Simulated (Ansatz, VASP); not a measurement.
**Two plane-wave programs on CdS**

Contents of POSCAR:

```
CdS
1.0
    4.0314292233      0.0000000000      0.0000000000
   -2.0157146117      3.4913201210      0.0000000000
    0.0000000000      0.0000000000      7.0864500000
Cd S
2 2
Direct
    0.3333333333      0.6666666667      0.0000000000
    0.6666666667      0.3333333333      0.5000000000
    0.3333333333      0.6666666667      0.3850000000
    0.6666666667      0.3333333333      0.8850000000
```

File INCAR.step1:

```
ALGO     = Normal         # electronic algorithm
EDIFF    = 1E-4           # SCF threshold, eV
ENCUT    = 520            # plane-wave cutoff, eV
GGA      = PE             # functional
ISMEAR   = 0              # smearing method
LASPH    = T              # aspherical terms in the spheres
LCHARG   = F              # write CHGCAR
LREAL    = F              # projectors in reciprocal space
LWAVE    = T              # write WAVECAR
NBANDS   = 26             # bands
NELM     = 100            # most SCF steps
PREC     = Accurate       # precision mode
SIGMA    = 0.05           # smearing width, eV
```

File INCAR.step2:

```
ALGO     = Normal         # electronic algorithm
EDIFF    = 1E-7           # SCF threshold, eV
ENCUT    = 520            # plane-wave cutoff, eV
ISIF     = 2              # what is computed and relaxed
ISMEAR   = 0              # smearing method
ISTART   = 1            
LASPH    = T              # aspherical terms in the spheres
LCHARG   = F              # write CHGCAR
LMIXTAU  = T            
LREAL    = F              # projectors in reciprocal space
LWAVE    = F              # write WAVECAR
METAGGA  = R2SCAN         # meta-GGA
NBANDS   = 26             # bands
NELM     = 100            # most SCF steps
PREC     = Accurate       # precision mode
SIGMA    = 0.05           # smearing width, eV
```

KPOINTS

```
k-points
0
Gamma
  12 12 4
```

Input for Ansatz:

```yaml
crystal:
  lattice:
    - [4.0314292233, 0.0, 0.0]
    - [-2.0157146117, 3.491320121, 0.0]
    - [0.0, 0.0, 7.08645]
  atoms:
    - { symbol: Cd, position: [0.3333333333, 0.6666666667, 0.0] }
    - { symbol: Cd, position: [0.6666666667, 0.3333333333, 0.5] }
    - { symbol: S, position: [0.3333333333, 0.6666666667, 0.385] }
    - { symbol: S, position: [0.6666666667, 0.3333333333, 0.885] }
basis:
  ecutwfc: 500
kpoints:
  mp_grid: { grid: [12, 12, 4] }
hamiltonian:
  xc: r2scan
scf:
  occupations: { method: gaussian, width: 0.05 }
output:
  forces: true
  stress: true
  eigenvalues: true
```

Change from the starting cell: strain -0.025 along x and y, +0.050 along z, atoms carried along.

Alike in both runs: task single point; functional r2SCAN; k mesh 12 × 12 × 4; occupations gaussian, width 0.05 eV; no spin polarisation.

|  | VASP | Ansatz |
| --- | --- | --- |
| version | VASP 6.6.1 | Ansatz 0.2.0 |
| potentials or method | VASP PAW PBE potentials, release 64 (Cd, S), cutoff 520 eV | scalar-relativistic, plane waves, PAW |
| valence electrons in the cell | 36 | 52 |

|  | VASP | Ansatz | Ansatz less VASP |
| --- | --- | --- | --- |
| gap on the k mesh at the Fermi level (eV) | 1.56 | 1.57 | +0.005 |
| least direct gap on the mesh (eV) | 1.56 | 1.57 | +0.005 |
| pressure (GPa) | 2.7 | 2.4 | -0.36 |
| traceless stress, the component that is largest in VASP (GPa) | -6.11 | -5.97 | +0.139 |
| rms of the force components (eV/Å) | 0.382 | 0.369 | -0.0127 |

VASP's potentials were made for PBE, not for r2SCAN. Atom by atom the forces differ by 0.013 eV/Å (rms over components). VASP's potentials hold 36 valence electrons a cell and Ansatz's 52, so a difference there can come from the potentials and not from the codes.
